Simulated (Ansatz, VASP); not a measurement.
# Two plane-wave programs on AlN

```
Al N
1.0
     3.11300    0.00000    0.00000
    -1.55650    2.69594    0.00000
     0.00000    0.00000    4.98100
Al N
2 2
Direct
  0.66667 0.33333 0.50000
  0.33333 0.66667 0.00000
  0.66667 0.33333 0.88000
  0.33333 0.66667 0.38000
```

Alike in both runs: functional PBE0; k mesh 5 × 5 × 3; occupations fermi-dirac, width 0.05 eV; no spin polarisation.

|  | VASP | Ansatz |
| --- | --- | --- |
| version | VASP 6.6.1 | Ansatz 0.2.0 |
| potentials or method | VASP PAW PBE potentials, release 64 (Al, N) | Ansatz PAW |
| plane-wave cutoff (eV) | 520 | 420 |
| valence electrons in the cell | 16 | 16 |
| task | single point | band structure |

```tsv
	VASP	Ansatz	Ansatz less VASP
gap on the k mesh at the Fermi level (eV)	6.33	6.31	-0.019
least direct gap on the mesh (eV)	6.33	6.31	-0.019
pressure (GPa)	-1.8	-1.6	+0.12
traceless stress, the component that is largest in VASP (GPa)	1.05	0.96	-0.095
rms of the force components (eV/Å)	0.075	0.076	+0.0014
```

Atom by atom the forces differ by 0.001 eV/Å (rms over components).

The k mesh is coarse, so the values compare programs but aren't converged.
